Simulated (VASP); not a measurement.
# As2Se (I4_1/amd) in VASP: a series of runs, part 2 of 3

VASP 6.6.1. The steps go on from the part before.

**3. Single point, PBEsol (volume scaled by 1.03, then relaxed in part)**

File INCAR:

```
SYSTEM = As2Se
  ALGO = Normal
  EDIFF = 1E-6
  ENCUT = 520
  GGA = PS
  ISIF = 2
  ISMEAR = 0
  LASPH = .TRUE.
  LCHARG = .FALSE.
  LREAL = .FALSE.
  LWAVE = .FALSE.
  NBANDS = 25
  NELM = 60
  PREC = Accurate
  SIGMA = 0.1
```

File KPOINTS:

```
k-points
0
G
  8 8 8
  0 0 0
```

File POSCAR:

```
As2Se
1.0
   -3.5152670473      3.5152670473      2.6251574313
    3.5152670473     -3.5152670473      2.6251574313
    3.5152670473      3.5152670473     -2.6251574313
As Se
4 2
Direct
    0.8750000000      0.1250000000      0.7500000000
    0.3750000000      0.1250000000      0.2500000000
    0.8750000000      0.6250000000      0.7500000000
    0.8750000000      0.1250000000      0.2500000000
    0.5000000000      0.5000000000      0.0000000000
    0.2500000000      0.7500000000      0.5000000000
```

Potentials or basis: VASP PAW PBE potentials, release 64 (As, Se).

Started as:

```console
$ cat potpaw_PBE.64/As/POTCAR potpaw_PBE.64/Se/POTCAR > POTCAR
$ mpirun -np 1 vasp_std > vasp.out
```

OUTCAR:

```text
SYSTEM = As2Se
   EDIFF = 1E-6
   ENCUT = 520
   GGA = PS
   ISIF = 2
   ISMEAR = 0
   LASPH = .TRUE.
   LREAL = .FALSE.
   NELM = 60
   PREC = Accurate

 ion  position               nearest neighbor table
   1  0.875  0.125  0.750-   5 2.64   6 2.64   4 2.81   4 2.81   3 2.81   3 2.81
   2  0.375  0.125  0.250-   5 2.64   6 2.64   3 2.81   4 2.81   4 2.81   3 2.81
   3  0.875  0.625  0.750-   5 2.64   6 2.64   1 2.81   2 2.81   1 2.81   2 2.81
   4  0.875  0.125  0.250-   6 2.64   5 2.64   2 2.81   1 2.81   1 2.81   2 2.81
   5  0.500  0.500  0.000-   4 2.64   2 2.64   3 2.64   1 2.64
   6  0.250  0.750  0.500-   1 2.64   2 2.64   3 2.64   4 2.64

  LATTYP: Found a body centered tetragonal cell.
 ALAT       =     7.0305340946
 C/A-ratio  =     0.7467874833

  Lattice vectors:

 A1 = (  -3.5152670473,   3.5152670473,   2.6251574313)
 A2 = (   3.5152670473,  -3.5152670473,   2.6251574313)
 A3 = (   3.5152670473,   3.5152670473,  -2.6251574313)

Analysis of symmetry for initial positions (statically):
=====================================================================
 Subroutine PRICEL returns:
 Original cell was already a primitive cell.

[... 179 lines left out ...]

 E-fermi :   4.8524     XC(G=0): -10.1619

 val. band max:        4.8424050094   @ k =   0.5000   0.0000   0.0000
 cond. band min:       4.8592222022   @ k =  -0.2500   0.5000   0.2500
 fundamental gap:      0.0168171928
 Fermi energy:         4.8523614031

 k-point     1 :       0.0000    0.0000    0.0000
  band No.  band energies     occupation
      1     -10.3937      2.00000
      2      -8.1693      2.00000
      3      -5.5936      2.00000
      4      -5.5936      2.00000
      5      -5.5531      2.00000
      6      -3.8907      2.00000
[... 661 lines left out ...]
     24       9.3377      0.00000
     25      10.7911      0.00000

 [... further k-points ...]
[... 5 lines left out ...]
  --------------------------------------------------------------------------------------
  -------------------------------------------------------------------------------------
  Total       -1.5520559     -1.5520559     -1.4969598      0.0000000      0.0000000      0.0000000
  in kB      -19.1639911    -19.1639911    -18.4836928      0.0000000      0.0000000      0.0000000
  external PRESSURE =     -18.9372250 kB  Pullay stress =       0.0000000 kB

 VOLUME and BASIS-vectors are now :
 -----------------------------------------------------------------------------
  energy-cutoff  :      520.00
  volume of cell :      129.76
      direct lattice vectors                 reciprocal lattice vectors
    -3.515267047  3.515267047  2.625157431     0.000000000  0.142236704  0.190464768
     3.515267047 -3.515267047  2.625157431     0.142236704  0.000000000  0.190464768
     3.515267047  3.515267047 -2.625157431     0.142236704  0.142236704  0.000000000

 POSITION                                       TOTAL-FORCE (eV/Angst)
 -----------------------------------------------------------------------------------
      0.00000      5.27290      0.65629        -0.000000     -0.000000      0.000000
      0.00000      1.75763      0.65629        -0.000000     -0.000000      0.000000
      1.75763      3.51527      1.96887        -0.000000     -0.000000      0.000000
     -1.75763      3.51527      1.96887        -0.000000     -0.000000      0.000000
      0.00000      0.00000      2.62516         0.000000      0.000000      0.000000
      3.51527      0.00000      1.31258        -0.000000     -0.000000     -0.000000
 -----------------------------------------------------------------------------------
    total drift:                               -0.000000      0.000000     -0.000000

  FREE ENERGIE OF THE ION-ELECTRON SYSTEM (eV)
  ---------------------------------------------------
  free  energy   TOTEN  =       -27.8589717312 eV

  energy  without entropy=      -27.8470936897  energy(sigma->0) =      -27.85303271
```

OSZICAR:

```text
N       E                     dE             d eps       ncg     rms          rms(c)
DAV:   1     0.133190114029E+03    0.13319E+03   -0.12821E+04  2950   0.109E+03
DAV:   2    -0.170001207898E+02   -0.15019E+03   -0.14009E+03  3853   0.173E+02
DAV:   3    -0.278039674268E+02   -0.10804E+02   -0.10556E+02  3858   0.476E+01
DAV:   4    -0.279397297906E+02   -0.13576E+00   -0.13544E+00  3368   0.592E+00
DAV:   5    -0.279409971565E+02   -0.12674E-02   -0.12645E-02  3834   0.549E-01    0.624E+00
DAV:   6    -0.278687360362E+02    0.72261E-01   -0.88081E-02  3390   0.159E+00    0.378E+00
DAV:   7    -0.278597242722E+02    0.90118E-02   -0.61542E-02  3422   0.111E+00    0.823E-01
DAV:   8    -0.278589000442E+02    0.82423E-03   -0.23838E-03  3462   0.327E-01    0.111E-01
DAV:   9    -0.278589702027E+02   -0.70159E-04   -0.80215E-04  3338   0.152E-01    0.505E-02
DAV:  10    -0.278589710422E+02   -0.83948E-06   -0.29717E-05  3704   0.288E-02    0.152E-02
DAV:  11    -0.278589717312E+02   -0.68900E-06   -0.51239E-06  3356   0.151E-02
   1 F= -.27858972E+02 E0= -.27853033E+02  d E =-.118780E-01
```

It took 1.8 min on 1 thread of Intel Xeon Platinum 8488C (Sapphire Rapids), shared host; peak memory 0.34 GiB.

What came out:

```yaml
Free_energy: -27.8590 eV
Pressure: -1.9 GPa
Band_gap_on_the_k_mesh: zero (band 16 reaches 5.13 eV, above the bottom of band 17 at 4.70 eV)
```

Caveat: the PAW data sets were made with another functional, which shifts forces and pressure a little.

**4. Single point, PBEsol (volume scaled by 1.06, then relaxed in part)**

File INCAR:

```
ALGO     = Normal         # electronic algorithm
EDIFF    = 1E-7           # SCF threshold, eV
ENCUT    = 520            # plane-wave cutoff, eV
GGA      = PS             # functional
ISIF     = 2              # what is computed and relaxed
ISMEAR   = 0              # smearing method
LASPH    = T              # aspherical terms in the spheres
LCHARG   = F              # write CHGCAR
LREAL    = F              # projectors in reciprocal space
LWAVE    = F              # write WAVECAR
NBANDS   = 25             # bands
NELM     = 60             # most SCF steps
PREC     = Accurate       # precision mode
SIGMA    = 0.1            # smearing width, eV
```

File KPOINTS:

```
k-points
0
Gamma
  8 8 8
```

Changes to POSCAR since step 3:

```diff
@@ -2,5 +2,5 @@
 1.0
-   -3.5152670473      3.5152670473      2.6251574313
-    3.5152670473     -3.5152670473      2.6251574313
-    3.5152670473      3.5152670473     -2.6251574313
+   -3.5594330958      3.5594330958      2.6349900005
+    3.5594330958     -3.5594330958      2.6349900005
+    3.5594330958      3.5594330958     -2.6349900005
 As Se
```

Potentials or basis: VASP PAW PBE potentials, release 64 (As, Se).

Started as:

```console
$ cat potpaw_PBE.64/As/POTCAR potpaw_PBE.64/Se/POTCAR > POTCAR
$ mpirun -np 1 vasp_std > vasp.out
```

OUTCAR:

```text
EDIFF = 1E-7
   ENCUT = 520
   GGA = PS
   ISIF = 2
   ISMEAR = 0
   LASPH = T
   LREAL = F
   NELM = 60
   PREC = Accurate

 ion  position               nearest neighbor table
   1  0.875  0.125  0.750-   5 2.66   6 2.66   4 2.84   4 2.84   3 2.84   3 2.84
   2  0.375  0.125  0.250-   5 2.66   6 2.66   3 2.84   4 2.84   4 2.84   3 2.84
   3  0.875  0.625  0.750-   5 2.66   6 2.66   1 2.84   2 2.84   1 2.84   2 2.84
   4  0.875  0.125  0.250-   6 2.66   5 2.66   2 2.84   1 2.84   1 2.84   2 2.84
   5  0.500  0.500  0.000-   4 2.66   2 2.66   3 2.66   1 2.66
   6  0.250  0.750  0.500-   1 2.66   2 2.66   3 2.66   4 2.66

  LATTYP: Found a body centered tetragonal cell.
 ALAT       =     7.1188661916
 C/A-ratio  =     0.7402836153

  Lattice vectors:

 A1 = (  -3.5594330958,   3.5594330958,   2.6349900005)
 A2 = (   3.5594330958,  -3.5594330958,   2.6349900005)
 A3 = (   3.5594330958,   3.5594330958,  -2.6349900005)

Analysis of symmetry for initial positions (statically):
=====================================================================
 Subroutine PRICEL returns:
 Original cell was already a primitive cell.

 Routine SETGRP: Setting up the symmetry group for a
 body centered tetragonal supercell.

 Subroutine GETGRP returns: Found 16 space group operations
 (whereof  8 operations were pure point group operations)
 out of a pool of 16 trial point group operations.

The static configuration has the point symmetry D_2d.
 The point group associated with its full space group is D_4h.

Analysis of symmetry for dynamics (positions and initial velocities):
=====================================================================
 Subroutine PRICEL returns:
 Original cell was already a primitive cell.

 Routine SETGRP: Setting up the symmetry group for a
 body centered tetragonal supercell.

 Subroutine GETGRP returns: Found 16 space group operations
 (whereof  8 operations were pure point group operations)
 out of a pool of 16 trial point group operations.

The dynamic configuration has the point symmetry D_2d.
 The point group associated with its full space group is D_4h.

 Subroutine INISYM returns: Found 16 space group operations
 (whereof  8 operations are pure point group operations),
 and found     1 'primitive' translations

----------------------------------------------------------------------------------------

                                     Primitive cell

  volume of cell :     133.5367

  direct lattice vectors                    reciprocal lattice vectors
    -3.559433096  3.559433096  2.634990001     0.000000000  0.140471807  0.189754041
     3.559433096 -3.559433096  2.634990001     0.140471807  0.000000000  0.189754041
     3.559433096  3.559433096 -2.634990001     0.140471807  0.140471807  0.000000000

  length of vectors
     5.681751511  5.681751511  5.681751511     0.236090925  0.236090925  0.198657135

  position of ions in fractional coordinates (direct lattice)
     0.875000000  0.125000000  0.750000000
     0.375000000  0.125000000  0.250000000
     0.875000000  0.625000000  0.750000000
     0.875000000  0.125000000  0.250000000
     0.500000000  0.500000000  0.000000000
     0.250000000  0.750000000  0.500000000

  ion indices of the primitive-cell ions
[... 28 lines left out ...]

 Subroutine IBZKPT returns following result:
 ===========================================

 Found     59 irreducible k-points:

 Following reciprocal coordinates:
            Coordinates               Weight
  0.000000  0.000000  0.000000      1.000000
  0.125000 -0.000000  0.000000      8.000000
  0.250000 -0.000000  0.000000      8.000000
  0.375000 -0.000000  0.000000      8.000000
  0.500000 -0.000000  0.000000      4.000000
  0.125000  0.125000  0.000000      8.000000
[... 16 lines left out ...]
  0.250000  0.125000  0.125000     16.000000
  0.375000  0.125000  0.125000      8.000000
 [... further k-points ...]
   k-points           NKPTS =     59   k-points in BZ     NKDIM =     59   number of bands    NBANDS=     25
   number of dos      NEDOS =    301   number of ions     NIONS =      6
   total plane-waves  NPLWV =  74088
   dimension x,y,z NGX =    42 NGY =   42 NGZ =   42
   dimension x,y,z NGXF=    84 NGYF=   84 NGZF=   84
   ions per type =               4   2
   NGX,Y,Z   is equivalent  to a cutoff of  12.29, 12.29, 12.29 a.u.
   NGXF,Y,Z  is equivalent  to a cutoff of  24.58, 24.58, 24.58 a.u.
 SYSTEM =  unknown system
   PREC   = accura    normal or accurate (medium, high low for compatibility)
   ISTART =      0    job   : 0-new  1-cont  2-samecut
   ICHARG =      2    charge: 1-file 2-atom 10-const
   ISPIN  =      1    spin polarized calculation?
   LNONCOLLINEAR =      F non collinear calculations
   LSORBIT =      F    spin-orbit coupling
   LASPH  =      T    aspherical Exc in radial PAW
   ENCUT  =  520.0 eV  38.22 Ry    6.18 a.u.  10.56 10.56 10.56*2*pi/ulx,y,z
   NELM   =     60;   NELMIN=  2; NELMDL= -5     # of ELM steps
   EDIFF  = 0.1E-06   stopping-criterion for ELM
   LREAL  =      F    real-space projection
   EDIFFG = 0.1E-05   stopping-criterion for IOM
   NSW    =      0    number of steps for IOM
   IBRION =     -1    ionic relax: 0-MD 1-quasi-New 2-CG
   NFREE  =      0    steps in history (QN), initial steepest desc. (CG)
   ISIF   =      2    stress and relaxation
   ISYM   =      2    0-nonsym 1-usesym 2-fastsym
   POTIM  = 0.5000    time-step for ionic-motion
   TEBEG  =    0.0;   TEEND  =   0.0 temperature during run
   PSTRESS=    0.0 pullay stress
   NELECT =      32.0000    total number of electrons
   NUPDOWN=      -1.0000    fix difference up-down
   EMIN   =  10.00;   EMAX   =-10.00  energy-range for DOS
   EFERMI =   0.00;   METHOD = LEGACY
   ISMEAR =     0;   SIGMA  =   0.10  broadening in eV -4-tet -1-fermi 0-gaus
   EFERMI_NEDOS =   21; number of points for ismear=-14 and -15
   IALGO  =     38    algorithm
   IMIX   =      4    mixing-type and parameters
     AMIX     =   0.40;   BMIX     =  1.00
     AMIX_MAG =   1.60;   BMIX_MAG =  1.00
  volume/ion in A,a.u.               =      22.26       150.19
  Fermi-wavevector in a.u.,A,eV,Ry     =   1.016852  1.921573 14.068274  1.033989
  Thomas-Fermi vector in A             =   2.150220
   LORBIT       =      0    0 simple, 1 ext, 2 COOP (PROOUT), +10 PAW based schemes
   GGA     = PS    functional components
   LHFCALC =     F    Hartree Fock is set to
   AEXX    =    0.0000 exact exchange contribution
   IVDW    =     0    specifies the selected vdW correction
   LEPSILON=     F    determine dielectric tensor
   LRPA    =     F    only Hartree local field effects (RPA)
 non-spin polarized calculation
 Gauss-broadening in eV      SIGMA  =   0.10
  energy-cutoff  :      520.00
  volume of cell :      133.54
 maximum number of plane-waves:      3661
   NGX = 21   NGY = 21   NGZ = 21

 number of electron      32.0000002 magnetization

 Free energy of the ion-electron system (eV)
  ---------------------------------------------------
  ext. energy  EPLUGINS =         0.00000000
  ---------------------------------------------------
  free energy    TOTEN  =       -27.79212192 eV

  energy without entropy =      -27.77988906  energy(sigma->0) =      -27.78600549

 E-fermi :   4.5345     XC(G=0): -10.0357

 val. band max:        4.5257185946   @ k =   0.5000   0.5000   0.2500
 cond. band min:       4.5667976595   @ k =   0.5000  -0.0000   0.0000
 fundamental gap:      0.0410790649
 Fermi energy:         4.5345183567

 k-point     1 :       0.0000    0.0000    0.0000
  band No.  band energies     occupation
      1     -10.4782      2.00000
      2      -8.3873      2.00000
      3      -5.8411      2.00000
      4      -5.8411      2.00000
      5      -5.8054      2.00000
      6      -4.1768      2.00000
[... 661 lines left out ...]
     24       8.9354      0.00000
     25      10.4968      0.00000

 [... further k-points ...]
[... 5 lines left out ...]
  --------------------------------------------------------------------------------------
  -------------------------------------------------------------------------------------
  Total       -3.1095349     -3.1095349     -3.0618649      0.0000000      0.0000000      0.0000000
  in kB      -37.3082932    -37.3082932    -36.7363480      0.0000000      0.0000000      0.0000000
  external PRESSURE =     -37.1176448 kB  Pullay stress =       0.0000000 kB

 VOLUME and BASIS-vectors are now :
 -----------------------------------------------------------------------------
  energy-cutoff  :      520.00
  volume of cell :      133.54
      direct lattice vectors                 reciprocal lattice vectors
    -3.559433096  3.559433096  2.634990001     0.000000000  0.140471807  0.189754041
     3.559433096 -3.559433096  2.634990001     0.140471807  0.000000000  0.189754041
     3.559433096  3.559433096 -2.634990001     0.140471807  0.140471807  0.000000000

 POSITION                                       TOTAL-FORCE (eV/Angst)
 -----------------------------------------------------------------------------------
      0.00000      5.33915      0.65875        -0.000000     -0.000000     -0.000000
     -0.00000      1.77972      0.65875        -0.000000     -0.000000     -0.000000
      1.77972      3.55943      1.97624        -0.000000     -0.000000     -0.000000
     -1.77972      3.55943      1.97624        -0.000000     -0.000000     -0.000000
      0.00000      0.00000      2.63499         0.000000      0.000000      0.000000
      3.55943     -0.00000      1.31750        -0.000000     -0.000000     -0.000000
 -----------------------------------------------------------------------------------
    total drift:                               -0.000000      0.000000     -0.000000

  FREE ENERGIE OF THE ION-ELECTRON SYSTEM (eV)
  ---------------------------------------------------
  free  energy   TOTEN  =       -27.7921219228 eV

  energy  without entropy=      -27.7798890616  energy(sigma->0) =      -27.78600549
```

Wall time 1.8 min (1 thread of Intel Xeon Platinum 8488C (Sapphire Rapids), shared host); peak memory 0.35 GiB.

What came out:

| Quantity | Value |
| --- | --- |
| Free energy | -27.7921 eV |
| Pressure | -3.7 GPa |
| Band gap on the k mesh | zero (band 16 reaches 4.82 eV, above the bottom of band 17 at 4.38 eV) |

Caveat: the PAW data sets were made with another functional, which shifts forces and pressure a little.

[end of part 2 of 3]
